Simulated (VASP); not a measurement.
# Na (P-3m1) in VASP: a series of runs

Na is run at these levels: r2SCAN; tasks: single point.

Program: VASP 6.6.1. These are calculated values, not measurements. Logs are shortened: lines on timing, memory, paths and dates and some standing lists are left out, and cuts for length are marked.

**1. The cell of the first run**

It takes space group P-3m1 (No. 164, trigonal). The conventional cell has a = 3.767 Å, b = 3.767 Å, c = 6.154 Å, α = 90.00°, β = 90.00°, γ = 120.00°. Na (site symmetry 3m) has 12 Na at 3.41 to 4.14 Å within 4.5 Å.

**2. Single point, r2SCAN (atom 1 (Na) moved by (+0.000, -0.450) A along y and z)**

Input file POSCAR:

```
Na
1.0
    3.7670009976      0.0000000000      0.0000000000
   -1.8835004988      3.2623185600      0.0000000000
    0.0000000000      0.0000000000      6.1540000000
Na
2
Direct
    0.3333333333      0.6666666667      0.1768768281
    0.6666666667      0.3333333333      0.7500000000
```

Input file INCAR.step1:

```
SYSTEM = Na
PREC = Accurate
ENCUT = 520
ISMEAR = 0
SIGMA = 0.15
LREAL = .False.
LASPH = .True.
NELM = 80
NBANDS = 14
GGA = PE
ALGO = Normal
EDIFF = 1E-4
LWAVE = .True.
LCHARG = .False.
```

Input file INCAR.step2:

```
SYSTEM = Na
PREC = Accurate
ENCUT = 520
EDIFF = 1E-6
ISMEAR = 0
SIGMA = 0.15
LREAL = .False.
LASPH = .True.
NELM = 80
ALGO = Normal
ISIF = 2
LWAVE = .False.
LCHARG = .False.
METAGGA = R2SCAN
LMIXTAU = .True.
NBANDS = 14
ISTART = 1
```

Input file KPOINTS:

```
Automatic mesh
0
Gamma
  12 12 8
  0 0 0
```

Potentials or basis: VASP PAW PBE potentials, release 64 (Na_pv).

Run with:

```sh
$ cat potpaw_PBE.64/Na_pv/POTCAR > POTCAR
$ cp INCAR.step1 INCAR
$ mpirun -np 1 vasp_std > vasp.out
$ cp INCAR.step2 INCAR
$ mpirun -np 1 vasp_std > vasp.out
```

OUTCAR:

```text
SYSTEM = Na
   PREC = Accurate
   ENCUT = 520
   EDIFF = 1E-6
   ISMEAR = 0
   LREAL = .False.
   LASPH = .True.
   NELM = 80
   ISIF = 2
   METAGGA = R2SCAN
   ISTART = 1

 ion  position               nearest neighbor table
   1  0.333  0.667  0.177-
   2  0.667  0.333  0.750-

  LATTYP: Found a hexagonal cell.
 ALAT       =     3.7670009976
 C/A-ratio  =     1.6336603054

  Lattice vectors:

 A1 = (   3.7670009976,   0.0000000000,   0.0000000000)
 A2 = (  -1.8835004988,   3.2623185600,   0.0000000000)
 A3 = (   0.0000000000,   0.0000000000,   6.1540000000)

Analysis of symmetry for initial positions (statically):
=====================================================================
 Subroutine PRICEL returns:
 Original cell was already a primitive cell.

 Routine SETGRP: Setting up the symmetry group for a
 hexagonal supercell.

 Subroutine GETGRP returns: Found 12 space group operations
 (whereof  6 operations were pure point group operations)
 out of a pool of 24 trial point group operations.

The static configuration has the point symmetry C_3v.
 The point group associated with its full space group is D_3d.

Analysis of symmetry for dynamics (positions and initial velocities):
=====================================================================
 Subroutine PRICEL returns:
 Original cell was already a primitive cell.

 Routine SETGRP: Setting up the symmetry group for a
 hexagonal supercell.

 Subroutine GETGRP returns: Found 12 space group operations
 (whereof  6 operations were pure point group operations)
 out of a pool of 24 trial point group operations.

The dynamic configuration has the point symmetry C_3v.
 The point group associated with its full space group is D_3d.

 Subroutine INISYM returns: Found 12 space group operations
 (whereof  6 operations are pure point group operations),
 and found     1 'primitive' translations

----------------------------------------------------------------------------------------

                                     Primitive cell

  volume of cell :      75.6275

  direct lattice vectors                    reciprocal lattice vectors
     3.767000998  0.000000000  0.000000000     0.265463163  0.153265229  0.000000000
    -1.883500499  3.262318560  0.000000000     0.000000000  0.306530457  0.000000000
     0.000000000  0.000000000  6.154000000     0.000000000  0.000000000  0.162495938

  length of vectors
     3.767000998  3.767000998  6.154000000     0.306530457  0.306530457  0.162495938

  position of ions in fractional coordinates (direct lattice)
     0.333333333  0.666666667  0.176876828
     0.666666667  0.333333333  0.750000000

  ion indices of the primitive-cell ions
   primitive index   ion index
                 1           1
                 2           2

----------------------------------------------------------------------------------------

 KPOINTS: Automatic mesh

Automatic generation of k-mesh.
 Grid dimensions read from file:
 generate k-points for:   12   12    8

 Generating k-lattice:

  Cartesian coordinates                     Fractional coordinates (reciprocal lattice)
     0.022121930  0.012772102  0.000000000     0.083333333 -0.000000000  0.000000000
     0.000000000  0.025544205  0.000000000     0.000000000  0.083333333  0.000000000
     0.000000000  0.000000000  0.020311992     0.000000000  0.000000000  0.125000000

  Length of vectors
     0.025544205  0.025544205  0.020311992

  Shift w.r.t. Gamma in fractional coordinates (k-lattice)
     0.000000000  0.000000000  0.000000000

 Subroutine IBZKPT returns following result:
 ===========================================

 Found    131 irreducible k-points:

 Following reciprocal coordinates:
            Coordinates               Weight
  0.000000  0.000000  0.000000      1.000000
  0.083333  0.000000  0.000000      6.000000
  0.166667  0.000000  0.000000      6.000000
  0.250000  0.000000  0.000000      6.000000
  0.333333  0.000000  0.000000      6.000000
  0.416667  0.000000  0.000000      6.000000
[... 16 lines left out ...]
  0.166667  0.000000  0.125000      6.000000
  0.000000  0.166667  0.125000      6.000000
 [... further k-points ...]
   k-points           NKPTS =    131   k-points in BZ     NKDIM =    131   number of bands    NBANDS=     14
   number of dos      NEDOS =    301   number of ions     NIONS =      2
   total plane-waves  NPLWV =  37632
   dimension x,y,z NGX =    28 NGY =   28 NGZ =   48
   dimension x,y,z NGXF=    56 NGYF=   56 NGZF=   96
   ions per type =               2
   NGX,Y,Z   is equivalent  to a cutoff of  12.36, 12.36, 12.97 a.u.
   NGXF,Y,Z  is equivalent  to a cutoff of  24.71, 24.71, 25.93 a.u.
 SYSTEM =  Na
   PREC   = accura    normal or accurate (medium, high low for compatibility)
   ISTART =      1    job   : 0-new  1-cont  2-samecut
   ICHARG =      0    charge: 1-file 2-atom 10-const
   ISPIN  =      1    spin polarized calculation?
   LNONCOLLINEAR =      F non collinear calculations
   LSORBIT =      F    spin-orbit coupling
   LASPH  =      T    aspherical Exc in radial PAW
   ENCUT  =  520.0 eV  38.22 Ry    6.18 a.u.   7.00  7.00 11.44*2*pi/ulx,y,z
   NELM   =     80;   NELMIN=  2; NELMDL=  0     # of ELM steps
   EDIFF  = 0.1E-05   stopping-criterion for ELM
   LREAL  =      F    real-space projection
   EDIFFG = 0.1E-04   stopping-criterion for IOM
   NSW    =      0    number of steps for IOM
   IBRION =     -1    ionic relax: 0-MD 1-quasi-New 2-CG
   NFREE  =      0    steps in history (QN), initial steepest desc. (CG)
   ISIF   =      2    stress and relaxation
   ISYM   =      2    0-nonsym 1-usesym 2-fastsym
   POTIM  = 0.5000    time-step for ionic-motion
   TEBEG  =    0.0;   TEEND  =   0.0 temperature during run
   PSTRESS=    0.0 pullay stress
   NELECT =      14.0000    total number of electrons
   NUPDOWN=      -1.0000    fix difference up-down
   EMIN   =  10.00;   EMAX   =-10.00  energy-range for DOS
   EFERMI =   0.00;   METHOD = LEGACY
   ISMEAR =     0;   SIGMA  =   0.15  broadening in eV -4-tet -1-fermi 0-gaus
   EFERMI_NEDOS =   21; number of points for ismear=-14 and -15
   IALGO  =     38    algorithm
   IMIX   =      4    mixing-type and parameters
     AMIX     =   0.40;   BMIX     =  1.00
     AMIX_MAG =   1.60;   BMIX_MAG =  1.00
  volume/ion in A,a.u.               =      37.81       255.18
  Fermi-wavevector in a.u.,A,eV,Ry     =   0.933020  1.763152 11.844231  0.870526
  Thomas-Fermi vector in A             =   2.059678
   LORBIT       =      0    0 simple, 1 ext, 2 COOP (PROOUT), +10 PAW based schemes
   METAGGA = R2SCAN    functional components
   LHFCALC =     F    Hartree Fock is set to
   AEXX    =    0.0000 exact exchange contribution
   IVDW    =     0    specifies the selected vdW correction
   LEPSILON=     F    determine dielectric tensor
   LRPA    =     F    only Hartree local field effects (RPA)
 non-spin polarized calculation
 Gauss-broadening in eV      SIGMA  =   0.15
  energy-cutoff  :      520.00
  volume of cell :       75.63
 maximum number of plane-waves:      2059
   NGX = 13   NGY = 13   NGZ = 23

 number of electron      14.0000011 magnetization

 Free energy of the ion-electron system (eV)
  ---------------------------------------------------
  ext. energy  EPLUGINS =         0.00000000
  ---------------------------------------------------
  free energy    TOTEN  =        -7.03436514 eV

  energy without entropy =       -7.02456471  energy(sigma->0) =       -7.02946492

 E-fermi :   0.2864     XC(G=0):  -6.8494

 val. band max:        0.2574774869   @ k =   0.3333   0.0000   0.3750
 cond. band min:       0.3064424357   @ k =   0.3333   0.1667   0.3750
 fundamental gap:      0.0489649488
 Fermi energy:         0.2864155991

 k-point     1 :       0.0000    0.0000    0.0000
  band No.  band energies     occupation
      1     -25.7928      2.00000
      2     -25.7552      2.00000
      3     -25.7550      2.00000
      4     -25.7472      2.00000
      5     -25.7462      2.00000
      6     -25.7460      2.00000
      7      -3.1786      2.00000
      8       0.8533      0.00000
      9       1.4167      0.00000
     10      10.7278      0.00000
     11      10.7283      0.00000
     12      11.2342      0.00000
     13      11.2343      0.00000
     14      11.4301      0.00000

 k-point     2 :       0.0833    0.0000    0.0000
  band No.  band energies     occupation
      1     -25.7920      2.00000
      2     -25.7575      2.00000
      3     -25.7558      2.00000
      4     -25.7477      2.00000
      5     -25.7468      2.00000
      6     -25.7463      2.00000
      7      -3.0700      2.00000
      8       0.9518      0.00000
      9       1.5189      0.00000
     10       9.0492      0.00000
     11      10.0264      0.00000
     12      10.4666      0.00000
     13      12.0243      0.00000
     14      12.2559      0.00000

 k-point     3 :       0.1667    0.0000    0.0000
  band No.  band energies     occupation
      1     -25.7901      2.00000
      2     -25.7634      2.00000
      3     -25.7574      2.00000
      4     -25.7518      2.00000
      5     -25.7469      2.00000
      6     -25.7468      2.00000
      7      -2.7459      2.00000
      8       1.2475      0.00000
      9       1.8199      0.00000
     10       7.0946      0.00000
     11       9.2719      0.00000
     12       9.4028      0.00000
     13      10.7807      0.00000
     14      11.9634      0.00000
[... 324 lines left out ...]
 k-point    23 :       0.1667    0.0000    0.1250
  band No.  band energies     occupation
      1     -25.7895      2.00000
      2     -25.7637      2.00000
      3     -25.7573      2.00000
      4     -25.7517      2.00000
      5     -25.7473      2.00000
      6     -25.7471      2.00000
      7      -2.6797      2.00000
      8       0.5313      0.02094
      9       2.6507      0.00000
     10       7.1386      0.00000
     11       9.3170      0.00000
     12       9.3202      0.00000
     13      10.5959      0.00000
     14      11.4208      0.00000

 k-point    24 :       0.0000    0.1667    0.1250
  band No.  band energies     occupation
      1     -25.7895      2.00000
      2     -25.7634      2.00000
      3     -25.7573      2.00000
      4     -25.7523      2.00000
      5     -25.7470      2.00000
      6     -25.7470      2.00000
      7      -2.6797      2.00000
      8       0.5308      0.02122
      9       2.6524      0.00000
     10       7.1585      0.00000
     11       9.2911      0.00000
     12       9.3206      0.00000
     13      10.2958      0.00000
     14      11.8777      0.00000

 [... further k-points ...]

------------------------ aborting loop because EDIFF is reached ----------------------------------------

  FORCE on cell =-STRESS in cart. coord.  units (eV):
  Direction    XX          YY          ZZ          XY          YZ          ZX
  --------------------------------------------------------------------------------------
  -------------------------------------------------------------------------------------
  Total        0.1581064      0.1581064      0.2443922      0.0000000      0.0000000      0.0000000
  in kB        3.3495030      3.3495030      5.1774778      0.0000000      0.0000000      0.0000000
  external PRESSURE =       3.9588279 kB  Pullay stress =       0.0000000 kB

 VOLUME and BASIS-vectors are now :
 -----------------------------------------------------------------------------
  energy-cutoff  :      520.00
  volume of cell :       75.63
      direct lattice vectors                 reciprocal lattice vectors
     3.767000998  0.000000000  0.000000000     0.265463163  0.153265229  0.000000000
    -1.883500499  3.262318560  0.000000000     0.000000000  0.306530457  0.000000000
     0.000000000  0.000000000  6.154000000     0.000000000  0.000000000  0.162495938

 POSITION                                       TOTAL-FORCE (eV/Angst)
 -----------------------------------------------------------------------------------
     -0.00000      2.17488      1.08850         0.000000      0.000000      0.378517
      1.88350      1.08744      4.61550        -0.000000     -0.000000     -0.378517
 -----------------------------------------------------------------------------------
    total drift:                                0.000000     -0.000000      0.000145

  FREE ENERGIE OF THE ION-ELECTRON SYSTEM (eV)
  ---------------------------------------------------
  free  energy   TOTEN  =        -7.0343651410 eV

  energy  without entropy=       -7.0245647088  energy(sigma->0) =       -7.02946492
```

Wall time 3.1 min (1 thread of Intel Xeon 6975P-C (Granite Rapids), shared host); peak memory 0.25 GiB.

Results:

| Quantity | Value |
| --- | --- |
| Free energy | -7.0344 eV |
| Pressure | 0.4 GPa |
| Largest force | 0.379 eV/Å |
| Band gap on the k mesh | zero (bands 7 and 8 overlap by 4.05 eV) |

Forces on the atoms (eV/Å):
```
Na   0.000  0.000  0.379
Na   0.000  0.000 -0.379
```

Caveat: the cell differs from its parent crystal (atom 1 (Na) moved by (+0.000, -0.450) A along y and z); the PAW data sets were made with another functional, which shifts forces and pressure a little.

**3. Single point, r2SCAN (atom 1 (Na) moved by (+0.000, -0.225) A along y and z)**

Changes to POSCAR since step 2:

```diff
@@ -8,3 +8,3 @@
 Direct
-    0.3333333333      0.6666666667      0.1768768281
+    0.3333333333      0.6666666667      0.2134384140
     0.6666666667      0.3333333333      0.7500000000
```

Changes to INCAR.step1 since step 2:

```diff
@@ -7,3 +7,3 @@
 LASPH = .True.
-NELM = 80
+NELM = 60
 NBANDS = 14
```

Changes to INCAR.step2 since step 2:

```diff
@@ -3,3 +3,3 @@
 ENCUT = 520
-EDIFF = 1E-6
+EDIFF = 1E-7
 ISMEAR = 0
@@ -8,3 +8,3 @@
 LASPH = .True.
-NELM = 80
+NELM = 60
 ALGO = Normal
```

KPOINTS is that of step 2.

Potentials or basis: VASP PAW PBE potentials, release 64 (Na_pv).

Run with:

```sh
$ cat potpaw_PBE.64/Na_pv/POTCAR > POTCAR
$ cp INCAR.step1 INCAR
$ mpirun -np 1 vasp_std > vasp.out
$ cp INCAR.step2 INCAR
$ mpirun -np 1 vasp_std > vasp.out
```

Run time: 3.3 min. Hardware: 1 thread of Intel Xeon 6975P-C (Granite Rapids), shared host; peak memory 0.25 GiB.

The run converged. Its results:

```
Free energy            : -7.0955 eV
Pressure               : 0.1 GPa
Largest force          : 0.180 eV/Å
Band gap on the k mesh : zero (bands 7 and 8 overlap by 4.35 eV)
```

Forces in eV/Å, atoms in the order of the input:
```
Na   0.000  0.000  0.180
Na   0.000  0.000 -0.180
```

Stress tensor (GPa, compression positive):
```
0.13 0.00 0.00
0.00 0.13 0.00
0.00 0.00 0.05
```

Levels at points of the mesh, in eV from the Fermi level:
| k point | band 3 | band 4 | band 5 | band 6 | band 7 | band 8 | band 9 | band 10 | band 11 | band 12 |
| --- | --- | --- | --- | --- | --- | --- | --- | --- | --- | --- |
| (0.00, 0.00, 0.00) | -26.03 | -26.02 | -26.02 | -26.02 | -3.45 | 0.52 | 1.15 | 10.52 | 10.52 | 11.02 |
| (0.50, 0.00, 0.00) | -26.04 | -26.03 | -26.03 | -26.02 | 0.20 | 0.45 | 4.02 | 4.12 | 4.72 | 4.90 |
| (0.00, 0.00, 0.50) | -26.02 | -26.02 | -26.02 | -26.02 | -2.49 | -2.22 | 5.86 | 5.89 | 11.01 | 11.01 |
| (0.50, 0.00, 0.50) | -26.03 | -26.03 | -26.03 | -26.03 | 0.96 | 1.09 | 1.73 | 1.81 | 7.86 | 8.28 |

Caveat: the cell differs from its parent crystal (atom 1 (Na) moved by (+0.000, -0.225) A along y and z); the PAW data sets were made with another functional, which shifts forces and pressure a little.

The gap in the log of VASP goes by the Fermi energy; the results here count the filled bands.